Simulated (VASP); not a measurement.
Write the native input for VASP 6.6.1 that does the following.

```
Task                   : single point
Functional             : PBE
Potentials or basis    : VASP PAW PBE potentials, release 64 (Mg_sv, O)
Cutoff                 : 840 eV
k mesh                 : 10 × 10 × 10
Occupations            : gaussian, width 0.05 eV
Spin                   : no spin polarisation
Dipole correction      : no
Further INCAR settings : ALGO = Normal; EDIFF = 1e-06; NBANDS = 15
```

The structure of MgO lies in POSCAR:

```
MgO
1.0
    0.2679004103      2.2771534873      2.2771534873
    2.2771534873      0.2679004103      2.2771534873
    2.2771534873      2.2771534873      0.2679004103
Mg O
1 1
Direct
    0.0000000000      0.0000000000      0.0000000000
    0.5000000000      0.5000000000      0.5000000000
```

This cell differs from its parent crystal: ratio of the length along [111] to the lengths across it x 1.2, volume and fractional coordinates fixed.

One way to write it, as run:

INCAR

```
PREC     = Accurate       # precision mode
ENCUT    = 840            # plane-wave cutoff, eV
EDIFF    = 1E-6           # SCF threshold, eV
ISMEAR   = 0              # smearing method
SIGMA    = 0.05           # smearing width, eV
LREAL    = F              # projectors in reciprocal space
LASPH    = T              # aspherical terms in the spheres
NELM     = 120            # most SCF steps
ALGO     = Normal         # electronic algorithm
ISIF     = 2              # what is computed and relaxed
LWAVE    = F              # write WAVECAR
LCHARG   = F              # write CHGCAR
GGA      = PE             # functional
NBANDS   = 15             # bands
GGA_COMPAT= F
```

KPOINTS

```
regular mesh
0
Gamma
  10 10 10
```

Potentials or basis: VASP PAW PBE potentials, release 64 (Mg_sv, O).

Run with:

```sh
$ cat potpaw_PBE.64/Mg_sv/POTCAR potpaw_PBE.64/O/POTCAR > POTCAR
$ mpirun -np 1 vasp_std > vasp.out
```

It gave:

```
Pressure               : -0.9 GPa
Band gap on the k mesh : 3.04 eV
```

Wall time 29 s on 1 thread of Intel(R) Xeon(R) Platinum 8488C (Sapphire Rapids), on a shared host, peak memory 0.21 GiB.
